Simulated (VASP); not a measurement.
# Sn in VASP: a series of runs

Sn is run at these levels: PBEsol; tasks: electric field gradients.

Everything below comes from runs of VASP 6.6.1. Logs are shortened: lines on timing, memory, paths and dates and some standing lists are left out, and cuts for length are marked.

## (1) The cell of the first run

It takes space group R-3m (No. 166, trigonal). The conventional cell has a = 4.636 Å, b = 4.636 Å, c = 11.018 Å, α = 90.00°, β = 90.00°, γ = 120.00°. Sn (site symmetry 3m) has 4 Sn at 2.75 to 2.83 Å within 3.6 Å.

## (2) Electric field gradients, PBEsol (equal xy, yz and zx shear strains of -2 %)

Contents of INCAR:

```
SYSTEM = Sn
PREC = Accurate
ENCUT = 520
EDIFF = 1E-8
ISMEAR = -1
SIGMA = 0.05
LREAL = .FALSE.
LASPH = .TRUE.
NELM = 100
ALGO = Normal
ISIF = 2
LWAVE = .FALSE.
LCHARG = .FALSE.
GGA = PS
LEFG = .TRUE.
NBANDS = 21
```

Contents of KPOINTS:

```
regular mesh
0
G
  11 11 11
  0 0 0
```

Contents of POSCAR:

```
Sn
1.0
   -0.0649120000      3.2131440000      3.2131440000
    3.2131440000     -0.0649120000      3.2131440000
    3.2131440000      3.2131440000     -0.0649120000
Sn
2
Direct
    0.5000000000      0.5000000000      0.5000000000
    0.7500000000      0.7500000000      0.7500000000
```

Potentials or basis: VASP PAW PBE potentials, release 64 (Sn_d).

Run with:

```sh
$ cat potpaw_PBE.64/Sn_d/POTCAR > POTCAR
$ mpirun -np 1 vasp_std > vasp.out
```

OUTCAR:

```text
SYSTEM = Sn
   PREC = Accurate
   ENCUT = 520
   EDIFF = 1E-8
   ISMEAR = -1
   LREAL = .FALSE.
   LASPH = .TRUE.
   NELM = 100
   ISIF = 2
   GGA = PS

 ion  position               nearest neighbor table
   1  0.500  0.500  0.500-   2 2.75   2 2.83   2 2.83   2 2.83
   2  0.750  0.750  0.750-   1 2.75   1 2.83   1 2.83   1 2.83

  LATTYP: Found a trigonal (rhomboedric) cell.
 ALAT       =     4.5445354325
 COS(alpha) =     0.4797000918

  Lattice vectors:

 A1 = (  -0.0649120000,   3.2131440000,   3.2131440000)
 A2 = (   3.2131440000,  -0.0649120000,   3.2131440000)
 A3 = (   3.2131440000,   3.2131440000,  -0.0649120000)

Analysis of symmetry for initial positions (statically):
=====================================================================
 Subroutine PRICEL returns:
 Original cell was already a primitive cell.

 Routine SETGRP: Setting up the symmetry group for a
 trigonal (rhombohedral) supercell.

 Subroutine GETGRP returns: Found 12 space group operations
 (whereof  6 operations were pure point group operations)
 out of a pool of 12 trial point group operations.

The static configuration has the point symmetry C_3v.
 The point group associated with its full space group is D_3d.

Analysis of symmetry for dynamics (positions and initial velocities):
=====================================================================
 Subroutine PRICEL returns:
 Original cell was already a primitive cell.

 Routine SETGRP: Setting up the symmetry group for a
 trigonal (rhombohedral) supercell.

 Subroutine GETGRP returns: Found 12 space group operations
 (whereof  6 operations were pure point group operations)
 out of a pool of 12 trial point group operations.

The dynamic configuration has the point symmetry C_3v.
 The point group associated with its full space group is D_3d.

 Subroutine INISYM returns: Found 12 space group operations
 (whereof  6 operations are pure point group operations),
 and found     1 'primitive' translations

----------------------------------------------------------------------------------------

                                     Primitive cell

  volume of cell :      68.3571

  direct lattice vectors                    reciprocal lattice vectors
    -0.064912000  3.213144000  3.213144000    -0.150973003  0.154085849  0.154085849
     3.213144000 -0.064912000  3.213144000     0.154085849 -0.150973003  0.154085849
     3.213144000  3.213144000 -0.064912000     0.154085849  0.154085849 -0.150973003

  length of vectors
     4.544535432  4.544535432  4.544535432     0.265099501  0.265099501  0.265099501

  position of ions in fractional coordinates (direct lattice)
     0.500000000  0.500000000  0.500000000
     0.750000000  0.750000000  0.750000000

  ion indices of the primitive-cell ions
   primitive index   ion index
                 1           1
                 2           2

----------------------------------------------------------------------------------------

 KPOINTS: regular mesh

Automatic generation of k-mesh.
 Grid dimensions read from file:
 generate k-points for:   11   11   11

 Generating k-lattice:

  Cartesian coordinates                     Fractional coordinates (reciprocal lattice)
    -0.013724818  0.014007804  0.014007804     0.090909091  0.000000000  0.000000000
     0.014007804 -0.013724818  0.014007804     0.000000000  0.090909091  0.000000000
     0.014007804  0.014007804 -0.013724818     0.000000000  0.000000000  0.090909091

  Length of vectors
     0.024099955  0.024099955  0.024099955

  Shift w.r.t. Gamma in fractional coordinates (k-lattice)
     0.000000000  0.000000000  0.000000000

 Subroutine IBZKPT returns following result:
 ===========================================

 Found    146 irreducible k-points:

 Following reciprocal coordinates:
            Coordinates               Weight
  0.000000  0.000000  0.000000      1.000000
  0.090909  0.000000  0.000000      6.000000
  0.181818  0.000000  0.000000      6.000000
  0.272727  0.000000 -0.000000      6.000000
  0.363636  0.000000  0.000000      6.000000
  0.454545  0.000000  0.000000      6.000000
[... 16 lines left out ...]
 -0.272727  0.181818  0.000000     12.000000
 -0.181818  0.181818  0.000000      6.000000
 [... further k-points ...]
   k-points           NKPTS =    146   k-points in BZ     NKDIM =    146   number of bands    NBANDS=     21
   number of dos      NEDOS =    301   number of ions     NIONS =      2
   total plane-waves  NPLWV =  46656
   dimension x,y,z NGX =    36 NGY =   36 NGZ =   36
   dimension x,y,z NGXF=    72 NGYF=   72 NGZF=   72
   ions per type =               2
   NGX,Y,Z   is equivalent  to a cutoff of  13.17, 13.17, 13.17 a.u.
   NGXF,Y,Z  is equivalent  to a cutoff of  26.34, 26.34, 26.34 a.u.
 SYSTEM =  Sn
   PREC   = accura    normal or accurate (medium, high low for compatibility)
   ISTART =      0    job   : 0-new  1-cont  2-samecut
   ICHARG =      2    charge: 1-file 2-atom 10-const
   ISPIN  =      1    spin polarized calculation?
   LNONCOLLINEAR =      F non collinear calculations
   LSORBIT =      F    spin-orbit coupling
   LASPH  =      T    aspherical Exc in radial PAW
   ENCUT  =  520.0 eV  38.22 Ry    6.18 a.u.   8.45  8.45  8.45*2*pi/ulx,y,z
   NELM   =    100;   NELMIN=  2; NELMDL= -5     # of ELM steps
   EDIFF  = 0.1E-07   stopping-criterion for ELM
   LREAL  =      F    real-space projection
   EDIFFG = 0.1E-06   stopping-criterion for IOM
   NSW    =      0    number of steps for IOM
   IBRION =     -1    ionic relax: 0-MD 1-quasi-New 2-CG
   NFREE  =      0    steps in history (QN), initial steepest desc. (CG)
   ISIF   =      2    stress and relaxation
   ISYM   =      2    0-nonsym 1-usesym 2-fastsym
   POTIM  = 0.5000    time-step for ionic-motion
   TEBEG  =    0.0;   TEEND  =   0.0 temperature during run
   PSTRESS=    0.0 pullay stress
   NELECT =      28.0000    total number of electrons
   NUPDOWN=      -1.0000    fix difference up-down
   EMIN   =  10.00;   EMAX   =-10.00  energy-range for DOS
   EFERMI =   0.00;   METHOD = LEGACY
   ISMEAR =    -1;   SIGMA  =   0.05  broadening in eV -4-tet -1-fermi 0-gaus
   EFERMI_NEDOS =   21; number of points for ismear=-14 and -15
   IALGO  =     38    algorithm
   IMIX   =      4    mixing-type and parameters
     AMIX     =   0.40;   BMIX     =  1.00
     AMIX_MAG =   1.60;   BMIX_MAG =  1.00
  volume/ion in A,a.u.               =      34.18       230.65
  Fermi-wavevector in a.u.,A,eV,Ry     =   1.215811  2.297551 20.112099  1.478198
  Thomas-Fermi vector in A             =   2.351186
   LORBIT       =      0    0 simple, 1 ext, 2 COOP (PROOUT), +10 PAW based schemes
   GGA     = PS    functional components
   LHFCALC =     F    Hartree Fock is set to
   AEXX    =    0.0000 exact exchange contribution
   IVDW    =     0    specifies the selected vdW correction
   LEPSILON=     F    determine dielectric tensor
   LRPA    =     F    only Hartree local field effects (RPA)
 non-spin polarized calculation
  energy-cutoff  :      520.00
  volume of cell :       68.36
 maximum number of plane-waves:      1861
 NGX is ok and might be reduce to    36
   NGX = 17   NGY = 17   NGZ = 17

 number of electron      27.9999996 magnetization

 Free energy of the ion-electron system (eV)
  ---------------------------------------------------
  ext. energy  EPLUGINS =         0.00000000
  ---------------------------------------------------
  free energy    TOTEN  =        -8.44689865 eV

  energy without entropy =       -8.44523981  energy(sigma->0) =       -8.44606923

 E-fermi :   5.4724     XC(G=0):  -9.0641

 val. band max:        5.4217871419   @ k =   0.0909   0.0000   0.0000
 cond. band min:       5.4894182590   @ k =   0.4545   0.0000   0.0000
 fundamental gap:      0.0676311170
 Fermi energy:         5.4724310658

 k-point     1 :       0.0000    0.0000    0.0000
  band No.  band energies     occupation
      1     -16.1552      2.00000
      2     -16.0990      2.00000
      3     -16.0990      2.00000
      4     -16.0574      2.00000
      5     -16.0574      2.00000
      6     -15.7595      2.00000
[... 13 lines left out ...]
     20      13.4600      0.00000
     21      13.4600      0.00000

 k-point     2 :       0.0909    0.0000    0.0000
  band No.  band energies     occupation
      1     -16.1588      2.00000
      2     -16.1069      2.00000
      3     -16.0980      2.00000
      4     -16.0502      2.00000
      5     -16.0480      2.00000
      6     -15.7676      2.00000
[... 13 lines left out ...]
     20      12.7254      0.00000
     21      12.8545      0.00000

 k-point     3 :       0.1818    0.0000    0.0000
  band No.  band energies     occupation
      1     -16.1663      2.00000
      2     -16.1198      2.00000
      3     -16.0945      2.00000
      4     -16.0336      2.00000
      5     -16.0317      2.00000
      6     -15.7801      2.00000
[... 13 lines left out ...]
     20      12.2604      0.00000
     21      12.4691      0.00000

 k-point     4 :       0.2727    0.0000   -0.0000
  band No.  band energies     occupation
      1     -16.1731      2.00000
      2     -16.1299      2.00000
      3     -16.0893      2.00000
      4     -16.0182      2.00000
      5     -16.0158      2.00000
      6     -15.7893      2.00000
[... 13 lines left out ...]
     20      12.3030      0.00000
     21      12.5970      0.00000

 k-point     5 :       0.3636    0.0000    0.0000
  band No.  band energies     occupation
      1     -16.1773      2.00000
      2     -16.1360      2.00000
      3     -16.0843      2.00000
      4     -16.0103      2.00000
      5     -16.0020      2.00000
      6     -15.7977      2.00000
[... 13 lines left out ...]
     20      12.8888      0.00000
     21      13.2865      0.00000
[... 382 lines left out ...]
     20      13.5742      0.00000
     21      14.0347      0.00000

 k-point    22 :      -0.3636    0.1818    0.0000
  band No.  band energies     occupation
      1     -16.1918      2.00000
      2     -16.1580      2.00000
      3     -16.0452      2.00000
      4     -15.9913      2.00000
      5     -15.9676      2.00000
      6     -15.8353      2.00000
[... 13 lines left out ...]
     20      12.8099      0.00000
     21      13.7073      0.00000

 k-point    23 :      -0.2727    0.1818    0.0000
  band No.  band energies     occupation
      1     -16.1898      2.00000
      2     -16.1505      2.00000
      3     -16.0522      2.00000
      4     -16.0089      2.00000
      5     -15.9770      2.00000
      6     -15.8279      2.00000
[... 13 lines left out ...]
     20      12.9269      0.00000
     21      14.3538      0.00000

 k-point    24 :      -0.1818    0.1818    0.0000
  band No.  band energies     occupation
      1     -16.1834      2.00000
      2     -16.1381      2.00000
      3     -16.0703      2.00000
      4     -16.0212      2.00000
      5     -15.9954      2.00000
      6     -15.8124      2.00000
[... 13 lines left out ...]
     20      12.8962      0.00000
     21      13.1769      0.00000

 [... further k-points ...]

------------------------ aborting loop because EDIFF is reached ----------------------------------------

  FORCE on cell =-STRESS in cart. coord.  units (eV):
  Direction    XX          YY          ZZ          XY          YZ          ZX
  --------------------------------------------------------------------------------------
  -------------------------------------------------------------------------------------
  Total        0.4306870      0.4306870      0.4306870      0.4657154      0.4657154      0.4657154
  in kB       10.0945856     10.0945856     10.0945856     10.9155936     10.9155936     10.9155936
  external PRESSURE =      10.0945856 kB  Pullay stress =       0.0000000 kB

 VOLUME and BASIS-vectors are now :
 -----------------------------------------------------------------------------
  energy-cutoff  :      520.00
  volume of cell :       68.36
      direct lattice vectors                 reciprocal lattice vectors
    -0.064912000  3.213144000  3.213144000    -0.150973003  0.154085849  0.154085849
     3.213144000 -0.064912000  3.213144000     0.154085849 -0.150973003  0.154085849
     3.213144000  3.213144000 -0.064912000     0.154085849  0.154085849 -0.150973003

 POSITION                                       TOTAL-FORCE (eV/Angst)
 -----------------------------------------------------------------------------------
      3.18069      3.18069      3.18069        -0.200804     -0.200804     -0.200804
      4.77103      4.77103      4.77103         0.200804      0.200804      0.200804
 -----------------------------------------------------------------------------------
    total drift:                                0.000000      0.000000      0.000000

  FREE ENERGIE OF THE ION-ELECTRON SYSTEM (eV)
  ---------------------------------------------------
  free  energy   TOTEN  =        -8.4468986460 eV

  energy  without entropy=       -8.4452398100  energy(sigma->0) =       -8.44606923

 Electric field gradients (V/A^2)
---------------------------------------------------------------------
 ion       V_xx      V_yy      V_zz      V_xy      V_xz      V_yz
---------------------------------------------------------------------
   1      -0.000    -0.000     0.000   -15.081   -15.081   -15.081
   2      -0.000    -0.000     0.000   -15.081   -15.081   -15.081
---------------------------------------------------------------------

 Electric field gradients after diagonalization (V/A^2)
 (convention: |V_zz| > |V_xx| > |V_yy|)
----------------------------------------------------------------------
 ion       V_xx      V_yy      V_zz     asymmetry (V_yy - V_xx)/ V_zz
----------------------------------------------------------------------
   1      15.081    15.081   -30.162       0.000
   2      15.081    15.081   -30.162       0.000
----------------------------------------------------------------------

           NMR quadrupolar parameters

 Cq : quadrupolar parameter    Cq=e*Q*V_zz/h
 eta: asymmetry parameters     (V_yy - V_xx)/ V_zz
 Q  : nuclear electric quadrupole moment in mb (millibarn)
----------------------------------------------------------------------
 ion       Cq(MHz)       eta       Q (mb)
----------------------------------------------------------------------
   1      -0.073       0.000       1.000
   2      -0.073       0.000       1.000
----------------------------------------------------------------------
```

Wall time 1.7 min (1 thread of AMD EPYC 9R45 (Zen 5), shared host); peak memory 0.28 GiB.

Results:

| Quantity | Value |
| --- | --- |
| Free energy | -8.4469 eV |
| Pressure | 1.0 GPa |
| Largest force | 0.348 eV/Å |
| Band gap on the k mesh | zero (bands 14 and 15 overlap by 0.30 eV) |
| Largest electric field gradient by atom | Sn -30.2 V/Å² |

Forces in eV/Å, atoms in the order of the input:
```
Sn  -0.201 -0.201 -0.201
Sn   0.201  0.201  0.201
```

Stress tensor (GPa, compression positive):
```
1.01 1.09 1.09
1.09 1.01 1.09
1.09 1.09 1.01
```

Levels at points of the mesh, in eV from the Fermi level:
```csv
k point,band 12,band 13,band 14,band 15,band 16,band 17
"(0.00, 0.00, 0.00)",-0.71,0.09,0.09,0.11,2.04,2.04
```

Electric field gradients, principal values (V/Å²):
| atom | least | middle | greatest (by size) |
| --- | --- | --- | --- |
| 1 Sn | 15.081 | 15.081 | -30.162 |
| 2 Sn | 15.081 | 15.081 | -30.162 |

Caveat: the cell differs from its parent crystal (equal xy, yz and zx shear strains of -2 %); without QUAD_EFG the Cq values of the log hold for a quadrupole moment of 1 mb, not for the nuclei; the PAW data sets were made with another functional, which shifts forces and pressure a little; spin-orbit coupling is left out, which moves the levels of the heavy elements.

(Part 1 of 2 ends here.)

The gap in the log of VASP goes by the Fermi energy; the results here count the filled bands.